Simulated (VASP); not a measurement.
TiHg:

```
CELL_PARAMETERS angstrom
3.00900 0.00000 0.00000
0.00000 3.00900 0.00000
0.00000 0.00000 4.04100
ATOMIC_POSITIONS crystal
Ti 0.50000 0.50000 0.50000
Hg 0.00000 0.00000 0.00000
```

| Property | Result |
| --- | --- |
| Program | VASP 6.6.1 |
| Task | relaxation of cell and atoms |
| Functional | LDA |
| Potentials or basis | VASP PAW LDA potentials, release 64 (Ti_sv, Hg_sv_GW) |
| Cutoff | 500 eV |
| k mesh | 14 × 14 × 10 |
| Occupations | gaussian, width 0.1 eV |
| Spin | no spin polarisation |

At the start: pressure -7.2 GPa; volume 18.29 Å³/atom.

Q: Where does the relaxation end?

A: Over 9 steps the energy falls by 25.1 meV/atom and the volume is 17.27 Å³/atom (-5.6 %); space group P4/mmm (No. 123, to 0.1 Å) before and after.

Step by step:
```tsv
step	energy change (eV)	largest force (eV/Å)	pressure (GPa)	volume (Å³)
1	0.0000	0.0000	-7.16	36.59
2	0.0172	0.0000	10.54	32.43
3	-0.0482	0.0000	-0.05	34.58
4	-0.0482	0.0000	0.11	34.54
5	-0.0495	0.0000	0.10	34.53
6	-0.0502	0.0000	0.09	34.51
7	-0.0503	0.0000	0.10	34.51
8	-0.0502	0.0000	-0.17	34.58
9	-0.0503	0.0000	-0.01	34.54
```

Final structure:
```cif
data_structure
_symmetry_space_group_name_H-M 'P 1'
_symmetry_Int_Tables_number 1
_cell_length_a 2.9295
_cell_length_b 2.9295
_cell_length_c 4.0243
_cell_angle_alpha 90.000
_cell_angle_beta 90.000
_cell_angle_gamma 90.000
_cell_volume 34.54
loop_
_atom_site_label
_atom_site_type_symbol
_atom_site_fract_x
_atom_site_fract_y
_atom_site_fract_z
_atom_site_occupancy
Ti1 Ti 0.50000 0.50000 0.50000 1
Hg1 Hg 0.00000 0.00000 0.00000 1
```
